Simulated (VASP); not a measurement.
# TaPb2 (I4/mmm) in VASP: a series of runs, part 2 of 2

VASP 6.6.1. Earlier steps stand in the parts before.

**3. Single point, PBE**

This run uses another cell than the first one, of 25.20 Å³/atom.

INCAR reads:

```
ALGO     = Normal         # electronic algorithm
EDIFF    = 1E-7           # SCF threshold, eV
ENCUT    = 520            # plane-wave cutoff, eV
GGA      = PE             # functional
ISIF     = 2              # what is computed and relaxed
ISMEAR   = 0              # smearing method
LASPH    = T              # aspherical terms in the spheres
LCHARG   = T              # write CHGCAR
LELF     = T              # ELF
LREAL    = F              # projectors in reciprocal space
LVHAR    = T            
LWAVE    = F              # write WAVECAR
NBANDS   = 26             # bands
NELM     = 60             # most SCF steps
PREC     = Accurate       # precision mode
SIGMA    = 0.1            # smearing width, eV
```

KPOINTS reads:

```
k-points
0
Gamma
  6 6 6
```

POSCAR reads:

```
TaPb2
1.0
   -1.9750167216      1.9750167216      4.8449628952
    1.9750167216     -1.9750167216      4.8449628952
    1.9750167216      1.9750167216     -4.8449628952
Ta Pb
1 2
Direct
    0.0000000000      0.0000000000      0.0000000000
    0.6650000000      0.6650000000      0.0000000000
    0.3350000000      0.3350000000      0.0000000000
```

Potentials or basis: VASP PAW PBE potentials, release 64 (Ta_pv, Pb_d).

Launch:

```console
$ cat potpaw_PBE.64/Ta_pv/POTCAR potpaw_PBE.64/Pb_d/POTCAR > POTCAR
$ mpirun -np 1 vasp_std > vasp.out
```

OUTCAR:

```text
EDIFF = 1E-7
   ENCUT = 520
   GGA = PE
   ISIF = 2
   ISMEAR = 0
   LASPH = T
   LREAL = F
   NELM = 60
   PREC = Accurate

 ion  position               nearest neighbor table
   1  0.000  0.000  0.000-   2 3.22   3 3.22   2 3.22   3 3.22   2 3.22   3 3.22   3 3.22   2 3.22
                             2 3.25   3 3.25
   2  0.665  0.665  0.000-   3 3.20   1 3.22   1 3.22   1 3.22   1 3.22   3 3.24   3 3.24   3 3.24
                             3 3.24   1 3.25
   3  0.335  0.335  0.000-   2 3.20   1 3.22   1 3.22   1 3.22   1 3.22   2 3.24   2 3.24   2 3.24
                             2 3.24   1 3.25

  LATTYP: Found a body centered tetragonal cell.
 ALAT       =     3.9500334432
 C/A-ratio  =     2.4531250000

  Lattice vectors:

 A1 = (  -1.9750167216,   1.9750167216,   4.8449628952)
 A2 = (   1.9750167216,  -1.9750167216,   4.8449628952)
 A3 = (   1.9750167216,   1.9750167216,  -4.8449628952)

Analysis of symmetry for initial positions (statically):
=====================================================================
 Subroutine PRICEL returns:
 Original cell was already a primitive cell.

 Routine SETGRP: Setting up the symmetry group for a
 body centered tetragonal supercell.

 Subroutine GETGRP returns: Found 16 space group operations
 (whereof 16 operations were pure point group operations)
 out of a pool of 16 trial point group operations.

The static configuration has the point symmetry D_4h.

Analysis of symmetry for dynamics (positions and initial velocities):
=====================================================================
 Subroutine PRICEL returns:
 Original cell was already a primitive cell.

 Routine SETGRP: Setting up the symmetry group for a
 body centered tetragonal supercell.

 Subroutine GETGRP returns: Found 16 space group operations
 (whereof 16 operations were pure point group operations)
[... 120 lines left out ...]
   EFERMI_NEDOS =   21; number of points for ismear=-14 and -15
   IALGO  =     38    algorithm
   IMIX   =      4    mixing-type and parameters
     AMIX     =   0.40;   BMIX     =  1.00
     AMIX_MAG =   1.60;   BMIX_MAG =  1.00
  volume/ion in A,a.u.               =      25.20       170.05
  Fermi-wavevector in a.u.,A,eV,Ry     =   1.313003  2.481216 23.456127  1.723977
  Thomas-Fermi vector in A             =   2.443356
   LORBIT       =      0    0 simple, 1 ext, 2 COOP (PROOUT), +10 PAW based schemes
   GGA     = PE    functional components
   LHFCALC =     F    Hartree Fock is set to
   AEXX    =    0.0000 exact exchange contribution
   IVDW    =     0    specifies the selected vdW correction
   LEPSILON=     F    determine dielectric tensor
   LRPA    =     F    only Hartree local field effects (RPA)
 non-spin polarized calculation
 Gauss-broadening in eV      SIGMA  =   0.10
  energy-cutoff  :      520.00
  volume of cell :       75.59
 maximum number of plane-waves:      2067
 NGX is ok and might be reduce to    42
   NGX = 21   NGY = 21   NGZ = 21

 number of electron      39.0000001 magnetization

 Free energy of the ion-electron system (eV)
  ---------------------------------------------------
  ext. energy  EPLUGINS =         0.00000000
  ---------------------------------------------------
  free energy    TOTEN  =       -16.97342433 eV

  energy without entropy =      -16.96387289  energy(sigma->0) =      -16.96864861

 E-fermi :   7.1124     XC(G=0): -11.0676

 val. band max:        7.0973616601   @ k =   0.5000   0.5000   0.5000
 cond. band min:       7.1217799112   @ k =  -0.1667   0.1667   0.1667
 fundamental gap:      0.0244182511
 Fermi energy:         7.1123674945

 k-point     1 :       0.0000    0.0000    0.0000
  band No.  band energies     occupation
      1     -27.8855      2.00000
      2     -27.8306      2.00000
      3     -27.8306      2.00000
      4      -9.4900      2.00000
      5      -9.4815      2.00000
      6      -9.3902      2.00000
[... 685 lines left out ...]
     25      12.2945      0.00000
     26      12.9970      0.00000

 [... further k-points ...]

------------------------ aborting loop because EDIFF is reached ----------------------------------------

  FORCE on cell =-STRESS in cart. coord.  units (eV):
  Direction    XX          YY          ZZ          XY          YZ          ZX
  --------------------------------------------------------------------------------------
  -------------------------------------------------------------------------------------
  Total       -3.0451901     -3.0451901     -1.2023016      0.0000000      0.0000000      0.0000000
  in kB      -64.5405985    -64.5405985    -25.4819119      0.0000000      0.0000000      0.0000000
  external PRESSURE =     -51.5210363 kB  Pullay stress =       0.0000000 kB

 VOLUME and BASIS-vectors are now :
 -----------------------------------------------------------------------------
  energy-cutoff  :      520.00
  volume of cell :       75.59
      direct lattice vectors                 reciprocal lattice vectors
    -1.975016722  1.975016722  4.844962895     0.000000000  0.253162414  0.103199965
     1.975016722 -1.975016722  4.844962895     0.253162414  0.000000000  0.103199965
     1.975016722  1.975016722 -4.844962895     0.253162414  0.253162414  0.000000000

 POSITION                                       TOTAL-FORCE (eV/Angst)
 -----------------------------------------------------------------------------------
      0.00000      0.00000      0.00000        -0.000000     -0.000000      0.000000
      0.00000      0.00000      6.44380        -0.000000     -0.000000     -0.704167
      0.00000      0.00000      3.24613         0.000000      0.000000      0.704167
 -----------------------------------------------------------------------------------
    total drift:                               -0.000000     -0.000000      0.000000

  FREE ENERGIE OF THE ION-ELECTRON SYSTEM (eV)
  ---------------------------------------------------
  free  energy   TOTEN  =       -16.9734243315 eV

  energy  without entropy=      -16.9638728875  energy(sigma->0) =      -16.96864861
```

Run time: 82 s. Hardware: 1 thread of Intel Xeon 6975P-C (Granite Rapids), shared host; peak memory 0.27 GiB.

Results:

| Item | Value |
| --- | --- |
| Free energy | -16.9734 eV |
| Pressure | -5.2 GPa |
| Largest force | 0.704 eV/Å |
| Band gap on the k mesh | zero (an odd number of electrons rules out a gap without spin polarisation) |

Forces on the atoms (eV/Å):
```
Ta   0.000  0.000  0.000
Pb   0.000  0.000 -0.704
Pb   0.000  0.000  0.704
```

Caveat: the cell stands under tension; spin-orbit coupling is left out, which moves the levels of the heavy elements.

**4. Relaxation of cell and atoms, PBE**

This run uses another cell than the first one, of 25.20 Å³/atom.

INCAR reads:

```
SYSTEM = TaPb2
  ALGO = Fast
  EDIFF = 1E-6
  EDIFFG = -0.04
  ENCUT = 600
  GGA = PE
  IBRION = 2
  ISIF = 3
  ISMEAR = 0
  LASPH = .TRUE.
  LCHARG = .FALSE.
  LREAL = .FALSE.
  LWAVE = .FALSE.
  NELM = 100
  NSW = 90
  PREC = Accurate
  SIGMA = 0.1
```

KPOINTS reads:

```
k-points
0
G
  6 6 6
  0 0 0
```

POSCAR is that of step 3.

Launch:

```console
$ cat potpaw_PBE.64/Ta_pv/POTCAR potpaw_PBE.64/Pb_d/POTCAR > POTCAR
$ mpirun -np 1 vasp_std > vasp.out
```

It took 10 min on 1 thread of Intel Xeon 6975P-C (Granite Rapids), shared host; peak memory 0.4 GiB.

It converged, with:

* Free energy: -17.1630 eV
* Relaxed volume: 23.62 Å³/atom
* Relaxed cell: a = 5.629 Å, b = 5.629 Å, c = 5.629 Å, α = 140.74°, β = 140.74°, γ = 56.74°
* Space group after relaxing (to 0.1 Å): I4/mmm (No. 139)
* Energy gained by relaxing: 63.1 meV/atom
* Ionic steps: 9
* Pressure after relaxing: 0.0 GPa
* Largest force after relaxing: 0.013 eV/Å
* Band gap on the k mesh: zero (an odd number of electrons rules out a gap without spin polarisation)

Forces in eV/Å, atoms in the order of the input:
```
Ta   0.000  0.000  0.000
Pb   0.000  0.000  0.013
Pb   0.000  0.000 -0.013
```

Stress tensor (GPa, compression positive):
```
-0.03  0.00  0.00
 0.00 -0.03  0.00
 0.00  0.00  0.16
```

Step by step:
```tsv
step	energy change (eV)	largest force (eV/Å)	pressure (GPa)	volume (Å³)
1	0.0000	0.7046	-5.10	75.59
2	-0.1015	0.3557	5.24	67.14
3	-0.1334	0.5044	1.29	69.69
4	-0.1777	0.2694	0.84	70.05
5	-0.1865	0.1277	0.71	70.26
6	-0.1867	0.1079	0.71	70.29
7	-0.1882	0.0350	-0.65	71.42
8	-0.1890	0.0712	-0.16	70.99
9	-0.1893	0.0127	0.03	70.87
```

Final structure:
```xyz
3
Lattice="-1.8913 1.8913 4.9532 1.8913 -1.8913 4.9532 1.8913 1.8913 -4.9532" Properties=species:S:1:pos:R:3 pbc="T T T"
Ta    0.0000    0.0000    0.0000
Pb    0.0000    0.0000    6.5058
Pb    0.0000    0.0000    3.4007
```

Levels at points of the mesh, in eV from the Fermi level:
| k point | band 15 | band 16 | band 17 | band 18 | band 19 | band 20 | band 21 | band 22 | band 23 |
| --- | --- | --- | --- | --- | --- | --- | --- | --- | --- |
| (0.00, 0.00, 0.00) | -5.97 | -4.33 | -1.13 | -0.93 | -0.93 | 1.28 | 2.10 | 2.54 | 3.42 |
| (0.50, 0.00, 0.00) | -8.43 | -4.27 | -3.34 | -0.84 | -0.79 | 0.93 | 1.80 | 2.17 | 2.64 |
| (0.50, 0.50, 0.00) | -6.57 | -3.90 | -3.76 | -2.51 | -1.55 | -0.89 | 1.56 | 2.33 | 2.57 |
| (0.50, 0.50, 0.50) | -9.65 | -1.15 | -0.41 | 0.29 | 0.29 | 0.38 | 0.38 | 0.73 | 1.27 |

Caveat: spin-orbit coupling is left out, which moves the levels of the heavy elements.

**5. Overview**

| task | cell | cutoff (eV) | gap on the mesh (eV) | pressure (GPa) | largest force (eV/Å) |
| --- | --- | --- | --- | --- | --- |
| single point | a = 5.630 Å, angles 140.8, 140.8, 56.7°, 3 atoms, atomic positions A | 520 | none | 0.0 | - |
| single point | a = 5.592 Å, angles 138.6, 138.6, 59.9°, 3 atoms, atomic positions B | 520 | none | -5.2 | 0.70 |
| relaxation of cell and atoms | relaxed from a = 5.592 Å, angles 138.6, 138.6, 59.9°, 3 atoms, atomic positions B | 600 | none | 0.0 | 0.01 |

Alike in all rows: level PBE; potentials or basis VASP PAW PBE potentials, release 64 (Ta_pv, Pb_d); no spin polarisation; k mesh 6 × 6 × 6; smearing gaussian 0.1 eV.

Caveats: spin-orbit coupling is left out, which moves the levels of the heavy elements; the cell stands under tension (at least some runs).

Total energies depend on the potentials used, so only differences within one code and one set of settings carry meaning.
